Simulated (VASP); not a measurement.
# PbSe (Fm-3m) in VASP: single point with PBE0

Aim: the single point of PbSe with PBE0.

Everything below comes from runs of VASP 6.6.1. Logs are shortened: lines on timing, memory, paths and dates and some standing lists are left out, and cuts for length are marked.

### Step 1. The cell of the first run

The structure is cubic, space group Fm-3m (No. 225). Conventional cell: a = 6.139 Å, b = 6.139 Å, c = 6.139 Å, α = 90.00°, β = 90.00°, γ = 90.00°. Within 4.0 Å of Pb (site symmetry m-3m) lie 6 Se at 3.07 Å. Se (site symmetry m-3m) has 6 Pb at 3.07 Å within 4.0 Å.

### Step 2. Single point, PBE0

The input, POSCAR:

```
PbSe
1.0
    0.0000000000      3.0696866693      3.0696866693
    3.0696866693      0.0000000000      3.0696866693
    3.0696866693      3.0696866693      0.0000000000
Pb Se
1 1
Direct
    0.0000000000      0.0000000000      0.0000000000
    0.5000000000      0.5000000000      0.5000000000
```

The input, INCAR.step1:

```
  PREC = Accurate
  ENCUT = 400
  EDIFF = 1E-5
  ISMEAR = 0
  SIGMA = 0.01
  LREAL = False
  LASPH = True
  NELM = 120
  ALGO = Normal
  ISIF = 2
  LWAVE = True
  GGA = PE
  NBANDS = 17
  GGA_COMPAT = False
```

The input, INCAR.step2:

```
  PREC = Accurate
  ENCUT = 400
  EDIFF = 1E-6
  ISMEAR = 0
  SIGMA = 0.01
  LREAL = False
  LASPH = True
  NELM = 120
  ALGO = Normal
  ISIF = 2
  LWAVE = False
  LCHARG = True
  GGA = PE
  LHFCALC = True
  AEXX = 0.25
  PRECFOCK = Normal
  LELF = True
  LVHAR = True
  ISTART = 1
  NBANDS = 17
  GGA_COMPAT = False
```

The input, KPOINTS:

```
Automatic mesh
0
Gamma
  6 6 6
```

Potentials or basis: VASP PAW PBE potentials, release 64 (Pb_d, Se).

Run with:

```console
> cat potpaw_PBE.64/Pb_d/POTCAR potpaw_PBE.64/Se/POTCAR > POTCAR
> cp INCAR.step1 INCAR
> mpirun -np 1 vasp_std > vasp.out
> cp INCAR.step2 INCAR
> mpirun -np 1 vasp_std > vasp.out
```

OUTCAR:

```text
PREC = Accurate
   ENCUT = 400
   EDIFF = 1E-6
   ISMEAR = 0
   LREAL = False
   LASPH = True
   NELM = 120
   ISIF = 2
   GGA = PE
   LHFCALC = True
   AEXX = 0.25
   PRECFOCK = Normal
   ISTART = 1

 ion  position               nearest neighbor table
   1  0.000  0.000  0.000-   2 3.07   2 3.07   2 3.07   2 3.07   2 3.07   2 3.07
   2  0.500  0.500  0.500-   1 3.07   1 3.07   1 3.07   1 3.07   1 3.07   1 3.07

  LATTYP: Found a face centered cubic cell.
 ALAT       =     6.1393733386

  Lattice vectors:

 A1 = (   0.0000000000,   3.0696866693,   3.0696866693)
 A2 = (   3.0696866693,   0.0000000000,   3.0696866693)
 A3 = (   3.0696866693,   3.0696866693,   0.0000000000)

Analysis of symmetry for initial positions (statically):
=====================================================================
 Subroutine PRICEL returns:
 Original cell was already a primitive cell.

 Routine SETGRP: Setting up the symmetry group for a
 face centered cubic supercell.

 Subroutine GETGRP returns: Found 48 space group operations
 (whereof 48 operations were pure point group operations)
 out of a pool of 48 trial point group operations.

The static configuration has the point symmetry O_h .

Analysis of symmetry for dynamics (positions and initial velocities):
=====================================================================
 Subroutine PRICEL returns:
 Original cell was already a primitive cell.

 Routine SETGRP: Setting up the symmetry group for a
 face centered cubic supercell.

 Subroutine GETGRP returns: Found 48 space group operations
 (whereof 48 operations were pure point group operations)
 out of a pool of 48 trial point group operations.

The dynamic configuration has the point symmetry O_h .

 Subroutine INISYM returns: Found 48 space group operations
 (whereof 48 operations are pure point group operations),
 and found     1 'primitive' translations

----------------------------------------------------------------------------------------

                                     Primitive cell

  volume of cell :      57.8512

  direct lattice vectors                    reciprocal lattice vectors
     0.000000000  3.069686669  3.069686669    -0.162883074  0.162883074  0.162883074
     3.069686669  0.000000000  3.069686669     0.162883074 -0.162883074  0.162883074
     3.069686669  3.069686669  0.000000000     0.162883074  0.162883074 -0.162883074

[... 79 lines left out ...]
   NFREE  =      0    steps in history (QN), initial steepest desc. (CG)
   ISIF   =      2    stress and relaxation
   ISYM   =      3    0-nonsym 1-usesym 2-fastsym
   POTIM  = 0.5000    time-step for ionic-motion
   TEBEG  =    0.0;   TEEND  =   0.0 temperature during run
   PSTRESS=    0.0 pullay stress
   NELECT =      20.0000    total number of electrons
   NUPDOWN=      -1.0000    fix difference up-down
   EMIN   =  10.00;   EMAX   =-10.00  energy-range for DOS
   EFERMI =   0.00;   METHOD = LEGACY
   ISMEAR =     0;   SIGMA  =   0.01  broadening in eV -4-tet -1-fermi 0-gaus
   EFERMI_NEDOS =   21; number of points for ismear=-14 and -15
   IALGO  =     38    algorithm
   IMIX   =      1    mixing-type and parameters
     AMIX     =   0.40;   BMIX     =  1.00
     AMIX_MAG =   1.60;   BMIX_MAG =  1.00
  volume/ion in A,a.u.               =      28.93       195.20
  Fermi-wavevector in a.u.,A,eV,Ry     =   1.148984  2.171266 17.961936  1.320165
  Thomas-Fermi vector in A             =   2.285656
   LORBIT       =      0    0 simple, 1 ext, 2 COOP (PROOUT), +10 PAW based schemes
   GGA     = PE    functional components
   LHFCALC =     T    Hartree Fock is set to
   PRECFOCK=normal    Normal, Fast or Accurate (Low or Medium for compatibility)
   ENCUT4O =  -1.0   cutoff for four orbital integrals eV
   NKREDX  =     1    reduce k-point grid by
   NKREDY  =     1    reduce k-point grid by
   NKREDZ  =     1    reduce k-point grid by
   AEXX    =    0.2500 exact exchange contribution
   HFSCREEN=    0.0000 screening length (either q_TF or 0.3 A-1)
   HFSCREENC=   0.0000 screening length for correlation (either q_TF or 0.3 A-1)
   ENCUTFOCK=  -1.0 apply spherical cutoff to Coloumb kernel
   IVDW    =     0    specifies the selected vdW correction
   LEPSILON=     F    determine dielectric tensor
   LRPA    =     F    only Hartree local field effects (RPA)
 non-spin polarized calculation
 Gauss-broadening in eV      SIGMA  =   0.01
  energy-cutoff  :      400.00
  volume of cell :       57.85
 maximum number of plane-waves:      1067
  NGX = 24; NGY = 24; NGZ = 24

 number of electron      20.0000008 magnetization

 Free energy of the ion-electron system (eV)
  ---------------------------------------------------
  ext. energy  EPLUGINS =         0.00000000
  ---------------------------------------------------
  free energy    TOTEN  =       -10.74145488 eV

  energy without entropy =      -10.74145488  energy(sigma->0) =      -10.74145488

 E-fermi :   4.4498     XC(G=0):  -7.5108

 val. band max:        4.3759974516   @ k =   0.5000   0.0000   0.0000
 cond. band min:       5.6944605996   @ k =   0.5000   0.0000   0.0000
 fundamental gap:      1.3184631481
 Fermi energy:         4.4498076063

 k-point     1 :       0.0000    0.0000    0.0000
  band No.  band energies     occupation
      1     -14.3574      2.00000
      2     -14.3574      2.00000
      3     -14.3510      2.00000
      4     -14.3510      2.00000
      5     -14.3510      2.00000
      6     -10.7042      2.00000
[... 297 lines left out ...]
      4     -14.3241      2.00000
      5     -14.3083      2.00000
      6      -9.1155      2.00000
[... 9 lines left out ...]
     16      17.6536      0.00000
     17      18.7035      0.00000

------------------------ aborting loop because EDIFF is reached ----------------------------------------

  FORCE on cell =-STRESS in cart. coord.  units (eV):
  Direction    XX          YY          ZZ          XY          YZ          ZX
  --------------------------------------------------------------------------------------
  -------------------------------------------------------------------------------------
  Total        0.2485589      0.2485589      0.2485589      0.0000000      0.0000000     -0.0000000
  in kB        6.8837923      6.8837923      6.8837923      0.0000000      0.0000000     -0.0000000
  external PRESSURE =       6.8837923 kB  Pullay stress =       0.0000000 kB

 VOLUME and BASIS-vectors are now :
 -----------------------------------------------------------------------------
  energy-cutoff  :      400.00
  volume of cell :       57.85
      direct lattice vectors                 reciprocal lattice vectors
     0.000000000  3.069686669  3.069686669    -0.162883074  0.162883074  0.162883074
     3.069686669  0.000000000  3.069686669     0.162883074 -0.162883074  0.162883074
     3.069686669  3.069686669  0.000000000     0.162883074  0.162883074 -0.162883074

 POSITION                                       TOTAL-FORCE (eV/Angst)
 -----------------------------------------------------------------------------------
      0.00000      0.00000      0.00000         0.000000     -0.000000      0.000000
      3.06969      3.06969      3.06969        -0.000000      0.000000     -0.000000
 -----------------------------------------------------------------------------------
    total drift:                               -0.000000      0.000000     -0.000000

  FREE ENERGIE OF THE ION-ELECTRON SYSTEM (eV)
  ---------------------------------------------------
  free  energy   TOTEN  =       -10.7414548846 eV

  energy  without entropy=      -10.7414548846  energy(sigma->0) =      -10.74145488
```

OSZICAR.step1:

```text
N       E                     dE             d eps       ncg     rms          rms(c)
DAV:   1     0.146109606658E+03    0.14611E+03   -0.83604E+03   544   0.101E+03
DAV:   2     0.189574245305E+01   -0.14421E+03   -0.13989E+03   580   0.280E+02
DAV:   3    -0.826574003564E+01   -0.10161E+02   -0.10107E+02   749   0.820E+01
DAV:   4    -0.847355092406E+01   -0.20781E+00   -0.20757E+00   671   0.135E+01
DAV:   5    -0.848059564489E+01   -0.70447E-02   -0.70443E-02   796   0.238E+00    0.276E+00
DAV:   6    -0.818953836081E+01    0.29106E+00   -0.72698E-01   802   0.576E+00    0.155E+00
DAV:   7    -0.818504552271E+01    0.44928E-02   -0.12052E-01   666   0.165E+00    0.863E-01
DAV:   8    -0.818849397167E+01   -0.34484E-02   -0.13367E-02   648   0.125E+00    0.177E-01
DAV:   9    -0.818800125528E+01    0.49272E-03   -0.27971E-03   826   0.512E-01    0.512E-02
DAV:  10    -0.818807550991E+01   -0.74255E-04   -0.22137E-04   604   0.841E-02    0.191E-02
DAV:  11    -0.818808224467E+01   -0.67348E-05   -0.58060E-05   697   0.762E-02
   1 F= -.81880822E+01 E0= -.81880822E+01  d E =-.693013E-21
```

It took 23 min on 1 thread of Intel Xeon 6975P-C (Granite Rapids), shared host; peak memory 0.18 GiB.

Results:

| Quantity | Value |
| --- | --- |
| Free energy | -10.7415 eV |
| Pressure | 0.7 GPa |
| Band gap on the k mesh | 1.32 eV |

Levels at points of the mesh, in eV from the valence-band top:
| k point | band 6 | band 7 | band 8 | band 9 | band 10 | band 11 | band 12 | band 13 | band 14 | band 15 |
| --- | --- | --- | --- | --- | --- | --- | --- | --- | --- | --- |
| (0.00, 0.00, 0.00) | -15.08 | -6.77 | -2.23 | -2.23 | -2.23 | 6.14 | 6.14 | 6.14 | 7.83 | 7.83 |
| (0.50, 0.00, 0.00) | -13.92 | -9.69 | -1.77 | -1.77 | 0.00 | 1.32 | 2.80 | 2.80 | 9.97 | 11.71 |
| (0.50, 0.50, 0.00) | -13.51 | -8.01 | -5.65 | -3.71 | -3.71 | 4.83 | 7.12 | 7.12 | 7.58 | 12.90 |

Caveat: the PAW data sets were made with another functional, which shifts forces and pressure a little; spin-orbit coupling is left out, which moves the levels of the heavy elements. A k mesh can miss the band edges.
